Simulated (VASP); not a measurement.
## H5C3: single point with PBE+D3(BJ)

H5C3:

```
CELL_PARAMETERS angstrom
6.35725 0.00651 0.00994
3.05361 5.64161 -0.00984
2.47078 0.23976 7.07388
ATOMIC_POSITIONS crystal
H 0.10838 0.76940 0.21757
H 0.89162 0.23060 0.78243
H 0.82235 0.62062 0.22336
H 0.17765 0.37938 0.77664
H 0.07487 0.17751 0.13124
H 0.92513 0.82249 0.86876
H 0.91161 0.21696 0.37183
H 0.08839 0.78304 0.62817
H 0.37524 0.89644 0.29560
H 0.62476 0.10356 0.70440
H 0.27575 0.10272 0.46826
H 0.72425 0.89728 0.53174
H 0.54591 0.14955 0.05205
H 0.45409 0.85045 0.94795
H 0.68962 0.04573 0.23668
H 0.31038 0.95427 0.76332
H 0.55802 0.48509 0.14672
H 0.44198 0.51491 0.85328
H 0.43892 0.42933 0.38801
H 0.56108 0.57067 0.61199
C 0.16741 0.57836 0.23293
C 0.83259 0.42164 0.76707
C 0.00760 0.49603 0.23791
C 0.99240 0.50397 0.76209
C 0.06706 0.23809 0.26304
C 0.93294 0.76191 0.73696
C 0.31091 0.08482 0.31673
C 0.68909 0.91518 0.68327
C 0.51174 0.16319 0.20439
C 0.48826 0.83681 0.79561
C 0.42845 0.42010 0.24558
C 0.57155 0.57990 0.75442
```

```
Program                : VASP 6.6.1
Task                   : single point
Functional             : PBE
Dispersion             : D3(BJ)
Potentials or basis    : VASP PAW PBE potentials, release 64 (H, C)
Cutoff                 : 520 eV
k mesh                 : 4 × 4 × 4
Occupations            : gaussian, width 0.02 eV
Spin                   : no spin polarisation
Dipole correction      : no
Further INCAR settings : LREAL = Auto; ALGO = Normal; EDIFF = 1e-06; NBANDS = 56
```

The pressure is 0.0 GPa and the largest force is 0.032 eV/Å. The band gap on the k mesh is 4.57 eV, indirect (least direct gap 4.64 eV) and the dispersion energy per atom is -0.062 eV.

Forces in eV/Å, atoms in the order of the input:
```
H    0.006  0.015 -0.001
H   -0.006 -0.015  0.001
H   -0.017  0.012 -0.006
H    0.017 -0.012  0.006
H   -0.014 -0.010 -0.022
H    0.014  0.010  0.022
H   -0.023 -0.003  0.020
H    0.023  0.003 -0.020
H   -0.008 -0.027 -0.002
H    0.008  0.027  0.002
H    0.005  0.001  0.029
H   -0.005 -0.001 -0.029
H   -0.004 -0.003 -0.028
H    0.004  0.003  0.028
H    0.016 -0.012  0.005
H   -0.016  0.012 -0.005
H    0.019  0.009 -0.018
H   -0.019 -0.009  0.018
H    0.010  0.001  0.021
H   -0.010 -0.001 -0.021
C    0.020  0.025 -0.005
C   -0.020 -0.025  0.005
C   -0.025 -0.007  0.001
C    0.025  0.007 -0.001
C    0.008  0.007  0.001
C   -0.008 -0.007 -0.001
C    0.004 -0.002  0.000
C   -0.004  0.002  0.000
C    0.005 -0.004  0.005
C   -0.005  0.004 -0.005
C    0.001  0.002  0.007
C   -0.001 -0.002 -0.007
```

Stress tensor (GPa, compression positive):
```
 0.06  0.02  0.01
 0.02  0.01 -0.03
 0.01 -0.03 -0.04
```

Levels at points of the mesh, in eV from the valence-band top:
| k point | band 32 | band 33 | band 34 | band 35 | band 36 | band 37 |
| --- | --- | --- | --- | --- | --- | --- |
| (0.00, 0.00, 0.00) | -1.59 | -0.28 | -0.25 | 4.57 | 4.98 | 5.11 |
| (0.50, 0.00, 0.00) | -1.67 | -0.41 | 0.00 | 4.64 | 5.14 | 5.90 |
| (0.00, 0.50, 0.00) | -1.79 | -0.32 | -0.31 | 4.94 | 4.97 | 5.93 |
| (0.50, 0.50, 0.00) | -1.60 | -0.39 | -0.09 | 4.81 | 5.38 | 5.97 |
| (0.00, 0.00, 0.50) | -1.63 | -0.54 | 0.00 | 4.82 | 4.84 | 5.30 |
| (0.50, 0.00, 0.50) | -1.69 | -0.25 | -0.14 | 4.67 | 4.91 | 6.18 |
| (0.00, 0.50, 0.50) | -1.76 | -0.52 | -0.06 | 5.02 | 5.14 | 6.05 |
| (0.50, 0.50, 0.50) | -1.59 | -0.31 | -0.22 | 4.87 | 5.16 | 5.83 |

It took 13 min on 1 thread of AMD EPYC 9R14 (Zen 4), on a shared host, peak memory 0.47 GiB.

A k mesh can miss the band edges. A hybrid or GW would open this gap; PBE tends to underestimate it.
